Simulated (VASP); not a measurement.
SrO, 2 atoms in the cell. Symmetry: Fm-3m, No. 225, cubic system. The conventional cell has a = 5.133 Å, b = 5.133 Å, c = 5.133 Å, α = 90.00°, β = 90.00°, γ = 90.00°. Sr (site symmetry m-3m) has 6 O at 2.57 Å within 3.4 Å. Within 3.4 Å of O (site symmetry m-3m) lie 6 Sr at 2.57 Å. 

- Program: VASP 6.6.1
- Task: relaxation of cell and atoms
- Functional: PBE
- Potentials or basis: VASP PAW PBE potentials, release 64 (Sr_sv, O)
- Cutoff: 600 eV
- k mesh: 8 × 8 × 8
- Occupations: fermi-dirac, width 0.02 eV
- Spin: no spin polarisation
- Dipole correction: no
- Further INCAR settings: ALGO = Normal; EDIFF = 1e-07; IBRION = 2; EDIFFG = -0.005; NSW = 80; ISIF = 3

Potentials or basis: VASP PAW PBE potentials, release 64 (Sr_sv, O).

Run with:

```sh
$ cat potpaw_PBE.64/Sr_sv/POTCAR potpaw_PBE.64/O/POTCAR > POTCAR
$ mpirun -np 1 vasp_std > vasp.out
```

Hardware: 1 thread of AMD EPYC 7R43 64-Core Processor (Zen 3), on a shared host.

Question: How long does it take, and how much memory?

Answer: Wall time 58 s on 1 thread of AMD EPYC 7R43 64-Core Processor (Zen 3) (shared host), peak memory 0.15 GiB. Counts: scf iterations 38, k points 29, ion steps 3.
